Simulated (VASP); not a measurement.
**NaF: single point with RPBE+D4**

The system is NaF.

```
CELL_PARAMETERS angstrom
0.00000 2.40149 2.40149
2.40149 0.00000 2.40149
2.40149 2.40149 0.00000
ATOMIC_POSITIONS crystal
Na 0.00000 0.00000 0.00000
F 0.50000 0.50000 0.50000
```

This cell differs from its parent crystal: volume scaled by 1.02.

* Program: VASP 6.6.1
* Task: single point
* Functional: RPBE
* Dispersion: D4
* Potentials or basis: VASP PAW PBE potentials, release 64 (Na_pv, F)
* Cutoff: 520 eV
* k mesh: 8 × 8 × 8
* Occupations: gaussian, width 0.05 eV
* Spin: no spin polarisation
* Dipole correction: no
* Further INCAR settings: ALGO = Normal; EDIFF = 1e-06; NBANDS = 14

- Pressure: -0.9 GPa
- Band gap on the k mesh: 6.07 eV, direct
- Dispersion energy per atom: -0.093 eV

Levels at points of the mesh, in eV from the valence-band top:
| k point | band 3 | band 4 | band 5 | band 6 | band 7 | band 8 | band 9 | band 10 | band 11 | band 12 |
| --- | --- | --- | --- | --- | --- | --- | --- | --- | --- | --- |
| (0.00, 0.00, 0.00) | -19.37 | -19.12 | 0.00 | 0.00 | 0.00 | 6.07 | 18.49 | 18.49 | 18.49 | 21.29 |
| (0.50, 0.00, 0.00) | -19.38 | -18.53 | -1.32 | -0.20 | -0.20 | 10.46 | 11.87 | 19.26 | 19.26 | 21.94 |
| (0.50, 0.50, 0.00) | -19.41 | -18.94 | -1.08 | -0.35 | -0.35 | 12.62 | 12.86 | 13.27 | 18.73 | 18.73 |

Wall time 18 s on 1 thread of Intel Xeon 8259CL, on a shared host, peak memory 0.15 GiB.

Caveat: the PAW data sets were made with another functional, which shifts forces and pressure a little. A k mesh can miss the band edges.
